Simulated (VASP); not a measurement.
Input of a VASP 6.6.1 run:

Contents of INCAR:

```
SYSTEM = BiP
ALGO = Normal
EDIFF = 1E-7
ENCUT = 520
ISIF = 2
ISMEAR = 0
LASPH = .TRUE.
LCHARG = .FALSE.
LREAL = .FALSE.
LWAVE = .FALSE.
NBANDS = 28
NELM = 100
PREC = Accurate
SIGMA = 0.05
```

Contents of KPOINTS:

```
k-points
0
G
  10 10 6
  0 0 0
```

The input POSCAR:

```
BiP
1.0
    4.0498966654      0.0000000000      0.0000000000
   -2.0249483327      3.5073133950      0.0000000000
    0.0000000000      0.0000000000      7.2164800216
Bi P
2 2
Direct
    0.0000000000      0.0000000000      0.0000000000
    0.0000000000      0.0000000000      0.5000000000
    0.3333333333      0.6666666667      0.2500000000
    0.6666666667      0.3333333333      0.7500000000
```

Potentials or basis: VASP PAW LDA potentials, release 64 (Bi_d, P).

Run with:

```bash
$ cat potpaw_LDA.64/Bi_d/POTCAR potpaw_LDA.64/P/POTCAR > POTCAR
$ mpirun -np 1 vasp_std > vasp.out
```

Task: Estimate the pressure.

Result: -4.1 GPa.

Task: What does it give for the band gap on the k mesh?

Result: Zero (bands 20 and 21 overlap by 1.02 eV).

Stress tensor (GPa, compression positive):
```
-3.93  0.00  0.00
 0.00 -3.93  0.00
 0.00  0.00 -4.40
```

Caveat: the cell stands under tension; spin-orbit coupling is left out, which moves the levels of the heavy elements.
